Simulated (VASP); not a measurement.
# C (a cell with a defect) in VASP: single point with PBE

Aim: the single point of C (a cell with a defect) with PBE.

Everything below comes from runs of VASP 6.6.1. Logs are shortened: lines on timing, memory, paths and dates and some standing lists are left out, and cuts for length are marked.

**1. The cell of the first run**

The cell holds a defect, 15 atoms: a = 5.051 Å, b = 5.051 Å, c = 5.051 Å, α = 60.00°, β = 60.00°, γ = 60.00°.

**2. Single point, PBE (atoms taken out)**

INCAR

```
SYSTEM = C
PREC     = Accurate       ! precision mode
ENCUT    = 520            ! plane-wave cutoff, eV
EDIFF    = 1E-6           ! SCF threshold, eV
ISMEAR   = 0              ! smearing method
SIGMA    = 0.05           ! smearing width, eV
LREAL    = Auto         
LASPH    = .True.         ! aspherical terms in the spheres
NELM     = 60             ! most SCF steps
ALGO     = Normal         ! electronic algorithm
ISIF     = 2              ! what is computed and relaxed
LWAVE    = .False.        ! write WAVECAR
LCHARG   = .False.        ! write CHGCAR
GGA      = PE             ! functional
NBANDS   = 43             ! bands
```

KPOINTS

```
regular mesh
0
Gamma
  6 6 6
  0 0 0
```

POSCAR

```
C
1.0
    3.5715485858      0.0000000000     -3.5715485858
    0.0000000000      3.5715485858     -3.5715485858
    3.5715485858      3.5715485858      0.0000000000
C
15
Direct
    0.2500000000      0.2500000000      0.2500000000
    0.2500000000      0.7500000000      0.7500000000
    0.2500000000      0.7500000000      0.2500000000
    0.7500000000      0.2500000000      0.7500000000
    0.7500000000      0.2500000000      0.2500000000
    0.7500000000      0.7500000000      0.7500000000
    0.7500000000      0.7500000000      0.2500000000
    0.1250000000      0.1250000000      0.1250000000
    0.1250000000      0.1250000000      0.6250000000
    0.1250000000      0.6250000000      0.1250000000
    0.1396388640      0.5125000000      0.6739305680
    0.6250000000      0.1250000000      0.1250000000
    0.6250000000      0.1250000000      0.6250000000
    0.6250000000      0.6250000000      0.1250000000
    0.6250000000      0.6250000000      0.6250000000
```

Potentials or basis: VASP PAW PBE potentials, release 64 (C).

Launch:

```bash
$ cat potpaw_PBE.64/C/POTCAR > POTCAR
$ mpirun -np 1 vasp_std > vasp.out
```

OUTCAR:

```text
SYSTEM = C
   PREC = Accurate
   ENCUT = 520
   EDIFF = 1E-6
   ISMEAR = 0
   LREAL = Auto
   LASPH = .True.
   NELM = 60
   ISIF = 2
   GGA = PE

 ion  position               nearest neighbor table
   1  0.250  0.250  0.250-   8 1.55   9 1.55  10 1.55  12 1.55
   2  0.250  0.750  0.750-   9 1.55  10 1.55  15 1.55  11 1.80
   3  0.250  0.750  0.250-   8 1.55  10 1.55  14 1.55  11 1.80
   4  0.750  0.250  0.750-   9 1.55  12 1.55  13 1.55  15 1.55
   5  0.750  0.250  0.250-   8 1.55  12 1.55  13 1.55  14 1.55
   6  0.750  0.750  0.750-  13 1.55  14 1.55  15 1.55  11 1.67
   7  0.750  0.750  0.250-  10 1.55  12 1.55  14 1.55  15 1.55
   8  0.125  0.125  0.125-   1 1.55   3 1.55   5 1.55
   9  0.125  0.125  0.625-   1 1.55   2 1.55   4 1.55
  10  0.125  0.625  0.125-   1 1.55   2 1.55   3 1.55   7 1.55
  11  0.140  0.513  0.674-   6 1.67   2 1.80   3 1.80
  12  0.625  0.125  0.125-   1 1.55   4 1.55   5 1.55   7 1.55
  13  0.625  0.125  0.625-   4 1.55   5 1.55   6 1.55
  14  0.625  0.625  0.125-   3 1.55   5 1.55   6 1.55   7 1.55
  15  0.625  0.625  0.625-   2 1.55   4 1.55   6 1.55   7 1.55

  LATTYP: Found a face centered cubic cell.
 ALAT       =     7.1430971716

  Lattice vectors:

 A1 = (   3.5715485858,   0.0000000000,  -3.5715485858)
 A2 = (   0.0000000000,   3.5715485858,  -3.5715485858)
 A3 = (   3.5715485858,   3.5715485858,   0.0000000000)

Analysis of symmetry for initial positions (statically):
=====================================================================
 Subroutine PRICEL returns:
 Original cell was already a primitive cell.

 Routine SETGRP: Setting up the symmetry group for a
 face centered cubic supercell.

 Subroutine GETGRP returns: Found  2 space group operations
 (whereof  2 operations were pure point group operations)
 out of a pool of 48 trial point group operations.

The static configuration has the point symmetry C_1h.

Analysis of symmetry for dynamics (positions and initial velocities):
=====================================================================
 Subroutine PRICEL returns:
 Original cell was already a primitive cell.

 Routine SETGRP: Setting up the symmetry group for a
 face centered cubic supercell.

 Subroutine GETGRP returns: Found  2 space group operations
 (whereof  2 operations were pure point group operations)
 out of a pool of 48 trial point group operations.

The dynamic configuration has the point symmetry C_1h.

 Subroutine INISYM returns: Found  2 space group operations
 (whereof  2 operations are pure point group operations),
 and found     1 'primitive' translations

----------------------------------------------------------------------------------------

                                     Primitive cell

  volume of cell :      91.1171

  direct lattice vectors                    reciprocal lattice vectors
     3.571548586  0.000000000 -3.571548586     0.139995296 -0.139995296 -0.139995296
     0.000000000  3.571548586 -3.571548586    -0.139995296  0.139995296 -0.139995296
     3.571548586  3.571548586  0.000000000     0.139995296  0.139995296  0.139995296

  length of vectors
     5.050932449  5.050932449  5.050932449     0.242478965  0.242478965  0.242478965

  position of ions in fractional coordinates (direct lattice)
     0.250000000  0.250000000  0.250000000
     0.250000000  0.750000000  0.750000000
     0.250000000  0.750000000  0.250000000
     0.750000000  0.250000000  0.750000000
     0.750000000  0.250000000  0.250000000
     0.750000000  0.750000000  0.750000000
     0.750000000  0.750000000  0.250000000
     0.125000000  0.125000000  0.125000000
     0.125000000  0.125000000  0.625000000
     0.125000000  0.625000000  0.125000000
     0.139638864  0.512500000  0.673930568
     0.625000000  0.125000000  0.125000000
     0.625000000  0.125000000  0.625000000
     0.625000000  0.625000000  0.125000000
     0.625000000  0.625000000  0.625000000

  ion indices of the primitive-cell ions
   primitive index   ion index
                 1           1
                 2           2
                 3           3
                 4           4
                 5           5
                 6           6
                 7           7
                 8           8
                 9           9
                10          10
                11          11
                12          12
                13          13
                14          14
                15          15

----------------------------------------------------------------------------------------

 KPOINTS: regular mesh

Automatic generation of k-mesh.
 Grid dimensions read from file:
 generate k-points for:    6    6    6

 Generating k-lattice:

  Cartesian coordinates                     Fractional coordinates (reciprocal lattice)
     0.023332549 -0.023332549 -0.023332549     0.166666667  0.000000000  0.000000000
    -0.023332549  0.023332549 -0.023332549     0.000000000  0.166666667  0.000000000
     0.023332549  0.023332549  0.023332549     0.000000000  0.000000000  0.166666667

  Length of vectors
     0.040413161  0.040413161  0.040413161

  Shift w.r.t. Gamma in fractional coordinates (k-lattice)
     0.000000000  0.000000000  0.000000000

 Subroutine IBZKPT returns following result:
 ===========================================

 Found     68 irreducible k-points:

 Following reciprocal coordinates:
            Coordinates               Weight
  0.000000  0.000000  0.000000      1.000000
  0.166667  0.000000  0.000000      2.000000
  0.000000  0.166667  0.000000      2.000000
  0.000000  0.000000  0.166667      4.000000
  0.333333  0.000000  0.000000      2.000000
  0.000000  0.333333  0.000000      2.000000
[... 16 lines left out ...]
  0.166667  0.166667 -0.333333      4.000000
  0.500000  0.333333  0.500000      4.000000
 [... further k-points ...]
   k-points           NKPTS =     68   k-points in BZ     NKDIM =     68   number of bands    NBANDS=     43
   number of dos      NEDOS =    301   number of ions     NIONS =     15
   total plane-waves  NPLWV =  64000
   dimension x,y,z NGX =    40 NGY =   40 NGZ =   40
   dimension x,y,z NGXF=    80 NGYF=   80 NGZF=   80
   ions per type =              15
   NGX,Y,Z   is equivalent  to a cutoff of  13.17, 13.17, 13.17 a.u.
   NGXF,Y,Z  is equivalent  to a cutoff of  26.33, 26.33, 26.33 a.u.
 SYSTEM =  C
   PREC   = accura    normal or accurate (medium, high low for compatibility)
   ISTART =      0    job   : 0-new  1-cont  2-samecut
   ICHARG =      2    charge: 1-file 2-atom 10-const
   ISPIN  =      1    spin polarized calculation?
   LNONCOLLINEAR =      F non collinear calculations
   LSORBIT =      F    spin-orbit coupling
   LASPH  =      T    aspherical Exc in radial PAW
   ENCUT  =  520.0 eV  38.22 Ry    6.18 a.u.   9.39  9.39  9.39*2*pi/ulx,y,z
   NELM   =     60;   NELMIN=  2; NELMDL= -5     # of ELM steps
   EDIFF  = 0.1E-05   stopping-criterion for ELM
   LREAL  =      T    real-space projection
   EDIFFG = 0.1E-04   stopping-criterion for IOM
   NSW    =      0    number of steps for IOM
   IBRION =     -1    ionic relax: 0-MD 1-quasi-New 2-CG
   NFREE  =      0    steps in history (QN), initial steepest desc. (CG)
   ISIF   =      2    stress and relaxation
   ISYM   =      2    0-nonsym 1-usesym 2-fastsym
   POTIM  = 0.5000    time-step for ionic-motion
   TEBEG  =    0.0;   TEEND  =   0.0 temperature during run
   PSTRESS=    0.0 pullay stress
   NELECT =      60.0000    total number of electrons
   NUPDOWN=      -1.0000    fix difference up-down
   EMIN   =  10.00;   EMAX   =-10.00  energy-range for DOS
   EFERMI =   0.00;   METHOD = LEGACY
   ISMEAR =     0;   SIGMA  =   0.05  broadening in eV -4-tet -1-fermi 0-gaus
   EFERMI_NEDOS =   21; number of points for ismear=-14 and -15
   IALGO  =     38    algorithm
   IMIX   =      4    mixing-type and parameters
     AMIX     =   0.40;   BMIX     =  1.00
     AMIX_MAG =   1.60;   BMIX_MAG =  1.00
  volume/ion in A,a.u.               =       6.07        40.99
  Fermi-wavevector in a.u.,A,eV,Ry     =   1.424269  2.691478 27.599992  2.028542
  Thomas-Fermi vector in A             =   2.544778
   LORBIT       =      0    0 simple, 1 ext, 2 COOP (PROOUT), +10 PAW based schemes
   GGA     = PE    functional components
   LHFCALC =     F    Hartree Fock is set to
   AEXX    =    0.0000 exact exchange contribution
   IVDW    =     0    specifies the selected vdW correction
   LEPSILON=     F    determine dielectric tensor
   LRPA    =     F    only Hartree local field effects (RPA)
 non-spin polarized calculation
 Gauss-broadening in eV      SIGMA  =   0.05
  energy-cutoff  :      520.00
  volume of cell :       91.12
 maximum number of plane-waves:      2475
 NGX is ok and might be reduce to    40
   NGX = 19   NGY = 19   NGZ = 19

 number of electron      59.9999995 magnetization

 Free energy of the ion-electron system (eV)
  ---------------------------------------------------
  ext. energy  EPLUGINS =         0.00000000
  ---------------------------------------------------
  free energy    TOTEN  =      -128.07716875 eV

  energy without entropy =     -128.07497056  energy(sigma->0) =     -128.07606966

 E-fermi :   9.3021     XC(G=0): -12.9758

 val. band max:        9.2732559214   @ k =   0.3333   0.0000   0.5000
 cond. band min:       9.3213092361   @ k =   0.3333   0.1667   0.0000
 fundamental gap:      0.0480533147
 Fermi energy:         9.3021339442

 k-point     1 :       0.0000    0.0000    0.0000
  band No.  band energies     occupation
      1     -12.0351      2.00000
      2      -6.6644      2.00000
      3      -6.6308      2.00000
      4      -6.4418      2.00000
      5      -5.5722      2.00000
      6      -4.3115      2.00000
[... 1069 lines left out ...]
     41      17.4629      0.00000
     42      17.7653      0.00000

 [... further k-points ...]

 [bands above 42 left out]

------------------------ aborting loop because EDIFF is reached ----------------------------------------

  FORCE on cell =-STRESS in cart. coord.  units (eV):
  Direction    XX          YY          ZZ          XY          YZ          ZX
  --------------------------------------------------------------------------------------
  -------------------------------------------------------------------------------------
  Total       -4.7931605     -4.7931605     -6.8658819      5.9910946      6.6491111     -6.6491114
  in kB      -84.2816184    -84.2816184   -120.7277841    105.3457641    116.9161449   -116.9161506
  external PRESSURE =     -96.4303403 kB  Pullay stress =       0.0000000 kB

 VOLUME and BASIS-vectors are now :
 -----------------------------------------------------------------------------
  energy-cutoff  :      520.00
  volume of cell :       91.12
      direct lattice vectors                 reciprocal lattice vectors
     3.571548586  0.000000000 -3.571548586     0.139995296 -0.139995296 -0.139995296
     0.000000000  3.571548586 -3.571548586    -0.139995296  0.139995296 -0.139995296
     3.571548586  3.571548586  0.000000000     0.139995296  0.139995296  0.139995296

 POSITION                                       TOTAL-FORCE (eV/Angst)
 -----------------------------------------------------------------------------------
      1.78577      1.78577     -1.78577        -0.121297      0.121297     -0.650428
      3.57155      5.35732     -3.57155         2.001847      0.139080      0.231646
      1.78577      3.57155     -3.57155        -0.139080     -2.001847      0.231646
      5.35732      3.57155     -3.57155        -0.263039      0.692552      0.076076
      3.57155      1.78577     -3.57155        -0.692552      0.263039      0.076076
      5.35732      5.35732     -5.35732         0.208660     -0.208660      2.263972
      3.57155      3.57155     -5.35732        -0.000013      0.000013     -0.050832
      0.89289      0.89289     -0.89289         2.098760      2.689622      2.014752
      2.67866      2.67866     -0.89289        -2.689622     -2.098760      2.014752
      0.89289      2.67866     -2.67866         0.016330     -0.016330     -0.235934
      2.90570      4.23739     -2.32915        -2.490445      2.490445     -4.189317
      2.67866      0.89289     -2.67866         0.107187     -0.107187      0.078684
      4.46444      2.67866     -2.67866         2.501190     -2.501190     -2.584103
      2.67866      2.67866     -4.46444        -0.164355      0.373572      0.361504
      4.46444      4.46444     -4.46444        -0.373572      0.164355      0.361504
 -----------------------------------------------------------------------------------
    total drift:                               -0.002587      0.002587     -0.000256

  FREE ENERGIE OF THE ION-ELECTRON SYSTEM (eV)
  ---------------------------------------------------
  free  energy   TOTEN  =      -128.0771687526 eV

  energy  without entropy=     -128.0749705625  energy(sigma->0) =     -128.07606966
```

Wall time 9.1 min (1 thread of Intel Xeon Platinum 8488C (Sapphire Rapids), shared host); peak memory 0.32 GiB.

What came out:

```yaml
Free_energy: -128.0772 eV
Pressure: -9.6 GPa
Largest_force: 5.473 eV/Å
Band_gap_on_the_k_mesh: zero (bands 30 and 31 overlap by 2.39 eV)
```

Forces in eV/Å, atoms in the order of the input:
```
C   -0.121  0.121 -0.650
C    2.002  0.139  0.232
C   -0.139 -2.002  0.232
C   -0.263  0.693  0.076
C   -0.693  0.263  0.076
C    0.209 -0.209  2.264
C    0.000  0.000 -0.051
C    2.099  2.690  2.015
C   -2.690 -2.099  2.015
C    0.016 -0.016 -0.236
C   -2.490  2.490 -4.189
C    0.107 -0.107  0.079
C    2.501 -2.501 -2.584
C   -0.164  0.374  0.362
C   -0.374  0.164  0.362
```

Levels at points of the mesh, in eV from the Fermi level:
```csv
k point,band 27,band 28,band 29,band 30,band 31,band 32,band 33,band 34
"(0.00, 0.00, 0.00)",-1.53,-1.47,-1.40,2.10,2.50,2.53,3.55,3.88
"(0.50, 0.00, 0.00)",-3.06,-2.33,-2.16,-2.11,1.83,1.95,4.43,4.84
"(0.00, 0.50, 0.00)",-3.93,-1.69,-1.39,-0.95,0.43,0.70,5.76,5.91
"(0.00, 0.00, 0.50)",-3.20,-2.43,-2.11,-2.10,1.53,2.03,4.36,5.19
"(0.50, 0.50, 0.00)",-3.69,-3.44,-2.06,-1.74,-0.14,1.05,4.19,4.54
"(0.00, 0.50, 0.50)",-3.70,-3.47,-2.27,-1.86,-0.04,1.43,3.91,4.51
```

Caveat: the cell differs from its parent crystal (atoms taken out).
